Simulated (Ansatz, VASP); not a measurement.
## MgB2 in VASP and in Ansatz

```
Mg B
1.0
     3.04331    0.00000    0.00000
    -1.52165    2.63558    0.00000
     0.00000    0.00000    3.47539
Mg B
1 2
Cartesian
  0.0000 0.0000 0.0000
  0.0000 1.7571 1.7377
  1.5217 0.8785 1.7377
```

Change from the starting cell: volume scaled by 0.96.

Alike in both runs: task single point; functional LDA; k mesh 12 × 12 × 9; occupations fermi-dirac, width 0.05 eV; no spin polarisation.

|  | VASP | Ansatz |
| --- | --- | --- |
| version | VASP 6.6.1 | Ansatz 0.2.0 |
| potentials or method | VASP PAW LDA potentials, release 64 (Mg, B), cutoff 520 eV | all-electron LAPW, scalar-relativistic |

```tsv
	VASP	Ansatz	Ansatz less VASP
pressure (GPa)	-2.2	-1.6	+0.60
traceless stress, the component that is largest in VASP (GPa)	-1.01	-0.89	+0.118
```

LDA's correlation is that of Perdew and Zunger in VASP and of Perdew and Wang (1992) in Ansatz. Ansatz ran all-electron here, and VASP with PAW potentials.
